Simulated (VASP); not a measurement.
# Mg2FeH6 (Fm-3m) in VASP: notebook, part 2 of 2

VASP 6.6.1. Earlier steps stand in the parts before.

### 6 Relaxation of the atoms, LDA (volume scaled by 1.06)

Contents of INCAR:

```
  PREC = Accurate
  ENCUT = 520
  EDIFF = 1E-6
  ISMEAR = 0
  SIGMA = 0.02
  LREAL = F
  LASPH = T
  NELM = 100
  ALGO = Normal
  ISIF = 2
  LWAVE = F
  LCHARG = F
  GGA = CA
  IBRION = 2
  NSW = 50
  EDIFFG = -0.01
```

Contents of KPOINTS:

```
regular mesh
0
Gamma
  8 8 8
```

Contents of POSCAR:

```
Mg2FeH6
1.0
    0.0000000000      3.2010212957      3.2010212957
    3.2010212957      0.0000000000      3.2010212957
    3.2010212957      3.2010212957      0.0000000000
Mg Fe H
2 1 6
Direct
    0.2500000000      0.2500000000      0.2500000000
    0.7500000000      0.7500000000      0.7500000000
    0.0000000000      0.0000000000      0.0000000000
    0.7566241638      0.2433758362      0.2433758362
    0.2433758362      0.7566241638      0.2433758362
    0.2433758362      0.7566241638      0.7566241638
    0.7566241638      0.2433758362      0.7566241638
    0.2433758362      0.2433758362      0.7566241638
    0.7566241638      0.7566241638      0.2433758362
```

Potentials or basis: VASP PAW LDA potentials, release 64 (Mg, Fe, H).

On the command line:

```console
cat potpaw_LDA.64/Mg/POTCAR potpaw_LDA.64/Fe/POTCAR potpaw_LDA.64/H/POTCAR > POTCAR
mpirun -np 1 vasp_std > vasp.out
```

OUTCAR:

```text
PREC = Accurate
   ENCUT = 520
   EDIFF = 1E-6
   ISMEAR = 0
   LREAL = F
   LASPH = T
   NELM = 100
   ISIF = 2
   GGA = CA
   IBRION = 2
   NSW = 50
   EDIFFG = -0.01

 ion  position               nearest neighbor table
   1  0.250  0.250  0.250-   4 2.26   7 2.26   9 2.26   5 2.26   6 2.26   9 2.26   6 2.26   7 2.26
                             8 2.26   4 2.26   5 2.26   8 2.26   3 2.77   3 2.77   3 2.77   3 2.77
   2  0.750  0.750  0.750-   6 2.26   7 2.26   9 2.26   4 2.26   5 2.26   9 2.26   4 2.26   7 2.26
                             8 2.26   5 2.26   6 2.26   8 2.26   3 2.77   3 2.77   3 2.77   3 2.77
   3  0.000  0.000  0.000-   4 1.56   5 1.56   6 1.56   7 1.56   8 1.56   9 1.56   2 2.77   2 2.77
                             1 2.77   2 2.77   2 2.77   1 2.77   1 2.77   1 2.77
   4  0.757  0.243  0.243-   3 1.56   2 2.26   1 2.26   2 2.26   1 2.26
   5  0.243  0.757  0.243-   3 1.56   2 2.26   1 2.26   2 2.26   1 2.26
   6  0.243  0.757  0.757-   3 1.56   2 2.26   2 2.26   1 2.26   1 2.26
   7  0.757  0.243  0.757-   3 1.56   2 2.26   2 2.26   1 2.26   1 2.26
   8  0.243  0.243  0.757-   3 1.56   2 2.26   1 2.26   2 2.26   1 2.26
   9  0.757  0.757  0.243-   3 1.56   2 2.26   2 2.26   1 2.26   1 2.26

  LATTYP: Found a face centered cubic cell.
 ALAT       =     6.4020425914

  Lattice vectors:

 A1 = (   0.0000000000,   3.2010212957,   3.2010212957)
 A2 = (   3.2010212957,   0.0000000000,   3.2010212957)
 A3 = (   3.2010212957,   3.2010212957,   0.0000000000)

Analysis of symmetry for initial positions (statically):
=====================================================================
 Subroutine PRICEL returns:
 Original cell was already a primitive cell.

 Routine SETGRP: Setting up the symmetry group for a
 face centered cubic supercell.

 Subroutine GETGRP returns: Found 48 space group operations
 (whereof 48 operations were pure point group operations)
 out of a pool of 48 trial point group operations.

The static configuration has the point symmetry O_h .

Analysis of symmetry for dynamics (positions and initial velocities):
=====================================================================
 Subroutine PRICEL returns:
 Original cell was already a primitive cell.

 Routine SETGRP: Setting up the symmetry group for a
[... 163 lines left out ...]

 Free energy of the ion-electron system (eV)
  ---------------------------------------------------
  ext. energy  EPLUGINS =         0.00000000
  ---------------------------------------------------
  free energy    TOTEN  =       -37.53677704 eV

  energy without entropy =      -37.53677704  energy(sigma->0) =      -37.53677704

------------------------ aborting loop because EDIFF is reached ----------------------------------------

  FORCE on cell =-STRESS in cart. coord.  units (eV):
  Direction    XX          YY          ZZ          XY          YZ          ZX
  --------------------------------------------------------------------------------------
  -------------------------------------------------------------------------------------
  Total       -2.4695553     -2.4695553     -2.4695553     -0.0000000      0.0000000     -0.0000000
  in kB      -60.3161544    -60.3161544    -60.3161544     -0.0000000      0.0000000     -0.0000000
  external PRESSURE =     -60.3161544 kB  Pullay stress =       0.0000000 kB
[... 73 lines left out ...]
--------------------------------------- Ionic step        3  -------------------------------------------

 number of electron      17.9999991 magnetization

 Free energy of the ion-electron system (eV)
  ---------------------------------------------------
  ext. energy  EPLUGINS =         0.00000000
  ---------------------------------------------------
  free energy    TOTEN  =       -37.53968149 eV

  energy without entropy =      -37.53968149  energy(sigma->0) =      -37.53968149

 E-fermi :   2.2693     XC(G=0): -10.4074

 val. band max:        2.1817446623   @ k =  -0.2500   0.5000   0.2500
 cond. band min:       3.9015348816   @ k =   0.5000   0.5000   0.0000
 fundamental gap:      1.7197902193
 Fermi energy:         2.2693168161

 k-point     1 :       0.0000    0.0000    0.0000
  band No.  band energies     occupation
      1      -7.2547      2.00000
      2      -1.0562      2.00000
      3      -1.0562      2.00000
      4       0.0885      2.00000
      5       0.0885      2.00000
      6       0.0885      2.00000
      7       1.4261      2.00000
      8       1.4261      2.00000
      9       1.4261      2.00000
     10       7.3460      0.00000
     11       7.3460      0.00000
     12       7.3460      0.00000
     13       7.4590      0.00000
     14       7.4590      0.00000
[... 377 lines left out ...]
      1      -4.7241      2.00000
      2      -4.0437      2.00000
      3      -1.9451      2.00000
      4      -1.7300      2.00000
      5      -0.7047      2.00000
      6       0.1617      2.00000
      7       1.8167      2.00000
      8       1.8314      2.00000
      9       2.0778      2.00000
     10       4.9417      0.00000
     11       5.9497      0.00000
     12       7.6219      0.00000
     13       7.6457      0.00000
     14       9.2995      0.00000

 [... further k-points ...]
[... 5 lines left out ...]
  --------------------------------------------------------------------------------------
  -------------------------------------------------------------------------------------
  Total       -2.2065552     -2.2065552     -2.2065552      0.0000000      0.0000000      0.0000000
  in kB      -53.8926703    -53.8926703    -53.8926703      0.0000000      0.0000000      0.0000000
  external PRESSURE =     -53.8926703 kB  Pullay stress =       0.0000000 kB
[... 24 lines left out ...]
  FREE ENERGIE OF THE ION-ELECTRON SYSTEM (eV)
  ---------------------------------------------------
  free  energy   TOTEN  =       -37.5396814861 eV

  energy  without entropy=      -37.5396814861  energy(sigma->0) =      -37.53968149

 reached required accuracy - stopping structural energy minimisation
```

CONTCAR:

```text
Mg2FeH6
   1.00000000000000
     0.0000000000000000    3.2010212956999999    3.2010212956999999
     3.2010212956999999    0.0000000000000000    3.2010212956999999
     3.2010212956999999    3.2010212956999999    0.0000000000000000
  Mg              Fe              H
     2     1     6
Direct
     0.2500000000000000    0.2500000000000000    0.2500000000000000
     0.7500000000000000    0.7500000000000000    0.7500000000000000
     0.0000000000000000    0.0000000000000000    0.0000000000000000
     0.7579262752671486    0.2420737247328514    0.2420737247328514
     0.2420737247328514    0.7579262752671486    0.2420737247328514
     0.2420737247328514    0.7579262752671486    0.7579262752671486
     0.7579262752671486    0.2420737247328514    0.7579262752671486
     0.2420737247328514    0.2420737247328514    0.7579262752671486
     0.7579262752671486    0.7579262752671486    0.2420737247328514

  0.00000000E+00  0.00000000E+00  0.00000000E+00
  0.00000000E+00  0.00000000E+00  0.00000000E+00
  0.00000000E+00  0.00000000E+00  0.00000000E+00
  0.00000000E+00  0.00000000E+00  0.00000000E+00
  0.00000000E+00  0.00000000E+00  0.00000000E+00
  0.00000000E+00  0.00000000E+00  0.00000000E+00
  0.00000000E+00  0.00000000E+00  0.00000000E+00
  0.00000000E+00  0.00000000E+00  0.00000000E+00
  0.00000000E+00  0.00000000E+00  0.00000000E+00
```

It took 48 s on 1 thread of Intel Xeon 6975P-C, shared host; peak memory 0.19 GiB.

What came out:

- Free energy: -37.5397 eV
- Energy gained by relaxing: 0.3 meV/atom
- Ionic steps: 3
- Pressure after relaxing: -5.4 GPa
- Band gap on the k mesh: 1.72 eV, direct

The path:
```csv
step,energy change (eV),largest force (eV/Å),pressure (GPa)
1,0.0000,0.1133,-6.03
2,-0.0025,0.0403,-5.63
3,-0.0029,0.0018,-5.39
```

Final structure:
```cif
data_structure
_symmetry_space_group_name_H-M 'P 1'
_symmetry_Int_Tables_number 1
_cell_length_a 4.5269
_cell_length_b 4.5269
_cell_length_c 4.5269
_cell_angle_alpha 60.000
_cell_angle_beta 60.000
_cell_angle_gamma 60.000
_cell_volume 65.60
loop_
_atom_site_label
_atom_site_type_symbol
_atom_site_fract_x
_atom_site_fract_y
_atom_site_fract_z
_atom_site_occupancy
Mg1 Mg 0.25000 0.25000 0.25000 1
Mg2 Mg 0.75000 0.75000 0.75000 1
Fe1 Fe 0.00000 0.00000 0.00000 1
H1 H 0.75793 0.24207 0.24207 1
H2 H 0.24207 0.75793 0.24207 1
H3 H 0.24207 0.75793 0.75793 1
H4 H 0.75793 0.24207 0.75793 1
H5 H 0.24207 0.24207 0.75793 1
H6 H 0.75793 0.75793 0.24207 1
```

Levels at points of the mesh, in eV from the valence-band top:
```csv
k point,band 7,band 8,band 9,band 10,band 11,band 12
"(0.00, 0.00, 0.00)",-0.76,-0.76,-0.76,5.16,5.16,5.16
"(0.50, 0.00, 0.00)",-0.50,-0.28,-0.28,3.39,3.39,3.86
"(0.50, 0.50, 0.00)",-1.43,0.00,0.00,1.72,3.64,6.31
```

 A k mesh can miss the band edges.

### 7 Summary

```tsv
task	cell	gap on the mesh (eV)	pressure (GPa)	largest force (eV/Å)
relaxation of the atoms	atoms relaxed from a = 4.255 Å, angles 60.0°, 9 atoms	1.85	13.7	-
single point	a = 4.349 Å, angles 60.0°, 9 atoms	1.81	5.7	0.04
single point	a = 4.484 Å, angles 60.0°, 9 atoms	1.75	-3.0	0.04
single point	a = 4.527 Å, angles 60.0°, 9 atoms	1.73	-5.2	0.04
relaxation of the atoms	atoms relaxed from a = 4.527 Å, angles 60.0°, 9 atoms	1.72	-5.4	-
```

Alike in all rows: level LDA; potentials or basis VASP PAW LDA potentials, release 64 (Mg, Fe, H); no spin polarisation; k mesh 8 × 8 × 8; cutoff (eV) 520; smearing gaussian 0.02 eV.

Absolute energies hang on the potentials; compare differences alone.
